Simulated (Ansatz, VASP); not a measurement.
**Al2As5: VASP beside Ansatz**

Contents of INCAR:

```
  PREC = Accurate
  ENCUT = 600
  EDIFF = 1E-6
  ISMEAR = 0
  SIGMA = 0.1
  LREAL = False
  LASPH = True
  NELM = 60
  ALGO = Normal
  ISIF = 3
  LWAVE = False
  LCHARG = False
  GGA = PE
  IBRION = 2
  NSW = 100
  EDIFFG = -0.01
```

The input KPOINTS:

```
Automatic mesh
0
Gamma
  6 6 6
```

Contents of POSCAR:

```
Al2As5
1.0
    4.4893001044     -3.7527149581      0.0000000000
    4.4893001044      3.7527149581      0.0000000000
   -1.3586998707      0.0000000000      4.9825091117
Al As
2 5
Direct
    0.2223920232      0.2223920232      0.4219056210
    0.7776079768      0.7776079768      0.5780943790
    0.0000000000      0.0000000000      0.0000000000
    0.8799863255      0.3517769609      0.6880761401
    0.6482230391      0.1200136745      0.3119238599
    0.1200136745      0.6482230391      0.3119238599
    0.3517769609      0.8799863255      0.6880761401
```

Input for Ansatz:

```yaml
crystal:
  lattice:
    - [4.4893001044, -3.7527149581, 0.0]
    - [4.4893001044, 3.7527149581, 0.0]
    - [-1.3586998707, 0.0, 4.9825091117]
  atoms:
    - { symbol: Al, position: [0.2223920232, 0.2223920232, 0.421905621] }
    - { symbol: Al, position: [0.7776079768, 0.7776079768, 0.578094379] }
    - { symbol: As, position: [0.0, 0.0, 0.0] }
    - { symbol: As, position: [0.8799863255, 0.3517769609, 0.6880761401] }
    - { symbol: As, position: [0.6482230391, 0.1200136745, 0.3119238599] }
    - { symbol: As, position: [0.1200136745, 0.6482230391, 0.3119238599] }
    - { symbol: As, position: [0.3517769609, 0.8799863255, 0.6880761401] }
basis:
  ecutwfc: 420
kpoints:
  mp_grid: { grid: [6, 6, 6] }
hamiltonian:
  xc: pbe
scf:
  occupations: { method: gaussian, width: 0.1 }
output:
  forces: true
  stress: true
  eigenvalues: true
relax:
  adjacent_minimum: "off"
  f_tol: 0.01
  max_steps: 80
  cell: { stress_tol: 0.05 }
```

Change from the starting cell: species swapped into the Rb2Te5 type (C2/m, No. 12).

Alike in both runs: task relaxation of cell and atoms; functional PBE; k mesh 6 × 6 × 6; occupations gaussian, width 0.1 eV; no spin polarisation.

```csv
,VASP,Ansatz
version,VASP 6.6.1,Ansatz 0.2.0
potentials or method,"VASP PAW PBE potentials, release 64 (Al, As), cutoff 600 eV","scalar-relativistic, plane waves, PAW"
valence electrons in the cell,31,81
```

|  | VASP | Ansatz | Ansatz less VASP |
| --- | --- | --- | --- |
| gap on the k mesh at the Fermi level, each at its own relaxed structure (eV) | none | none | - |
| relaxed volume (Å³/atom) | 24.30 | 24.25 | -0.054 |
| relaxed cell length with the largest relative difference (Å) | 5.849 | 5.845 | -0.0043 |

A gap of «none» marks a metal or a gap that the smearing closes. VASP's potentials hold 31 valence electrons a cell and Ansatz's 81, so a difference there can come from the potentials and not from the codes.
